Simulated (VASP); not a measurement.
ZrB2, 3 atoms in the cell. Symmetry: P6/mmm, No. 191, hexagonal system. Conventional cell: a = 3.227 Å, b = 3.227 Å, c = 3.589 Å, α = 90.00°, β = 90.00°, γ = 120.00°. Zr (site symmetry 6/mmm) has 12 B at 2.59 Å and 6 Zr at 3.23 Å within 3.4 Å. Within 2.5 Å of B (site symmetry -6m2) lie 3 B at 1.86 Å.  This cell differs from its parent crystal: volume scaled by 1.06.

* Program: VASP 6.6.1
* Task: electric field gradients
* Functional: LDA
* Potentials or basis: VASP PAW LDA potentials, release 64 (Zr_sv, B)
* Cutoff: 520 eV
* k mesh: 12 × 12 × 9
* Occupations: fermi-dirac, width 0.05 eV
* Spin: no spin polarisation
* Dipole correction: no
* Further INCAR settings: ALGO = Normal; EDIFF = 1e-08; NBANDS = 16

Potentials or basis: VASP PAW LDA potentials, release 64 (Zr_sv, B).

The run is started by

```bash
$ cat potpaw_LDA.64/Zr_sv/POTCAR potpaw_LDA.64/B/POTCAR > POTCAR
$ mpirun -np 1 vasp_std > vasp.out
```

Hardware: 1 thread of Intel(R) Xeon(R) Platinum 8259CL CPU @ 2.50GHz (Skylake/Cascade Lake), on a shared host.

How long does it take, and how much memory?

Wall time 30 s on 1 thread of Intel(R) Xeon(R) Platinum 8259CL CPU @ 2.50GHz (Skylake/Cascade Lake), with other jobs on the host, peak memory 0.16 GiB. Counts: scf iterations 14, k points 95.
